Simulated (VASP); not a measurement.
Wanted: the native input for a VASP 6.6.1 run.

* Task: single point
* Functional: PBE
* Potentials or basis: VASP PAW PBE potentials, release 64 (Mg, Te)
* Cutoff: 520 eV
* k mesh: 4 × 4 × 2
* Occupations: gaussian, width 0.2 eV
* Spin: no spin polarisation
* Dipole correction: no
* Further INCAR settings: ALGO = Normal; EDIFF = 1e-06; NBANDS = 24

The structure of Mg5Te3 lies in POSCAR:

```
Mg5Te3
1.0
    3.8677278157      0.0000000000      0.0000000000
    0.0000000000      3.8677278157      0.0000000000
    0.0000000000      0.0000000000     13.6131352812
Mg Te
5 3
Direct
    0.0000000000      0.0000000000      0.2473876774
    0.0000000000      0.0000000000      0.7526123226
    0.0000000000      0.0000000000      0.0000000000
    0.5000000000      0.5000000000      0.3792187503
    0.5000000000      0.5000000000      0.6207812497
    0.5000000000      0.5000000000      0.1426598487
    0.5000000000      0.5000000000      0.8573401513
    0.0000000000      0.0000000000      0.5000000000
```

One way to write it, as run:

INCAR

```
PREC = Accurate
ENCUT = 520
EDIFF = 1E-6
ISMEAR = 0
SIGMA = 0.2
LREAL = F
LASPH = T
NELM = 80
ALGO = Normal
ISIF = 2
LWAVE = F
LCHARG = F
GGA = PE
NBANDS = 24
```

KPOINTS

```
Automatic mesh
0
Gamma
  4 4 2
```

Potentials or basis: VASP PAW PBE potentials, release 64 (Mg, Te).

Launch:

```console
$ cat potpaw_PBE.64/Mg/POTCAR potpaw_PBE.64/Te/POTCAR > POTCAR
$ mpirun -np 1 vasp_std > vasp.out
```

Results of the run:

| Item | Value |
| --- | --- |
| Pressure | -0.1 GPa |
| Largest force | 0.065 eV/Å |
| Band gap on the k mesh | zero (band 14 reaches 5.83 eV, above the bottom of band 15 at 4.02 eV) |

Caveat: the k points lie up to 0.41 Å⁻¹ apart; spin-orbit coupling is left out, which moves the levels of the heavy elements.

Wall time 45 s on 1 thread of Intel(R) Xeon(R) 6975P-C (Granite Rapids) (shared host), peak memory 0.31 GiB.
